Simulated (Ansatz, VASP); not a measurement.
# Zn: VASP beside Ansatz

The input INCAR:

```
SYSTEM = Zn
PREC = Accurate
ENCUT = 520
EDIFF = 1E-6
ISMEAR = -1
SIGMA = 0.1
LREAL = .FALSE.
LASPH = .TRUE.
NELM = 100
ALGO = Normal
ISIF = 2
LWAVE = .FALSE.
LCHARG = .FALSE.
NBANDS = 19
```

Contents of KPOINTS:

```
Automatic mesh
0
G
  13 13 13
  0 0 0
```

File POSCAR:

```
Zn
1.0
    0.0000000000      2.7757537852      2.7757537852
    2.7757537852      0.0000000000      2.7757537852
    2.7757537852      2.7757537852      0.0000000000
Zn
2
Direct
   -0.1250000000     -0.1250000000     -0.1250000000
    0.1250000000      0.1250000000      0.1250000000
```

Input for Ansatz:

```yaml
crystal:
  lattice:
    - [0.0, 2.7757537852, 2.7757537852]
    - [2.7757537852, 0.0, 2.7757537852]
    - [2.7757537852, 2.7757537852, 0.0]
  atoms:
    - { symbol: Zn, position: [-0.125, -0.125, -0.125] }
    - { symbol: Zn, position: [0.125, 0.125, 0.125] }
kpoints:
  mp_grid: { grid: [13, 13, 13] }
  band_path:
    path:
      - [0.0, 0.0, 0.0]
      - [0.5, 0.0, 0.5]
      - [0.625, 0.25, 0.625]
      - [0.375, 0.375, 0.75]
      - [0.0, 0.0, 0.0]
      - [0.5, 0.5, 0.5]
      - [0.5, 0.25, 0.75]
      - [0.5, 0.0, 0.5]
    npoints: 14
scf:
  occupations: { method: fermi_dirac, width: 0.1 }
hamiltonian:
  xc: lda
  pseudopotentials: { kind: all_electron, lapw: { basis_error: 0.001 } }
output:
  forces: true
  stress: true
  eigenvalues: true
  populations: true
  dos: { projected: true, de: 0.2, e_range: [-14, 8] }
```

Alike in both runs: task single point; functional LDA; k mesh 13 × 13 × 13; occupations fermi-dirac, width 0.1 eV; no spin polarisation.

|  | VASP | Ansatz |
| --- | --- | --- |
| version | VASP 6.6.1 | Ansatz 0.2.0 |
| potentials or method | VASP PAW LDA potentials, release 64 (Zn), cutoff 520 eV | all-electron LAPW, scalar-relativistic |

|  | VASP | Ansatz | Ansatz less VASP |
| --- | --- | --- | --- |
| pressure (GPa) | 0.4 | 0.0 | -0.36 |

LDA's correlation is that of Perdew and Zunger in VASP and of Perdew and Wang (1992) in Ansatz. Ansatz ran all-electron here, and VASP with PAW potentials.
